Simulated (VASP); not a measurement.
Crystal: RbCl (rocksalt type).

```
CELL_PARAMETERS angstrom
0.00000 2.91030 2.91030
2.91030 0.00000 2.91030
2.91030 2.91030 0.00000
ATOMIC_POSITIONS crystal
Rb 0.00000 0.00000 0.00000
Cl 0.50000 0.50000 0.50000
```

| Quantity | Value |
| --- | --- |
| Program | VASP 6.6.1 |
| Task | relaxation of cell and atoms |
| Functional | PBE |
| Potentials or basis | VASP PAW PBE potentials, release 64 (Rb_sv, Cl) |
| Cutoff | 500 eV |
| k mesh | 10 × 10 × 10 |
| Occupations | fermi-dirac, width 0.05 eV |
| Spin | no spin polarisation |

At the start: pressure 17.3 GPa; volume 24.65 Å³/atom.

Task: Where does the relaxation end?

Result: Over 5 steps the energy falls by 458.1 meV/atom and the volume is 37.67 Å³/atom (+52.8 %); space group Fm-3m (No. 225, to 0.1 Å) before and after.

Step by step:
```tsv
step	energy change (eV)	largest force (eV/Å)	pressure (GPa)	volume (Å³)
1	0.0000	0.0000	17.29	49.30
2	-0.9035	0.0000	0.99	70.82
3	-0.9132	0.0000	0.46	73.00
4	-0.9135	0.0000	-0.39	77.50
5	-0.9163	0.0000	-0.02	75.34
```

Final structure:
```
Rb Cl
1.0
     0.00000    3.35224    3.35224
     3.35224    0.00000    3.35224
     3.35224    3.35224    0.00000
Rb Cl
1 1
Cartesian
  0.0000 0.0000 0.0000
  3.3522 3.3522 3.3522
```

Caveat: the volume moved by over 15 % at a fixed basis, so the end points are rough.
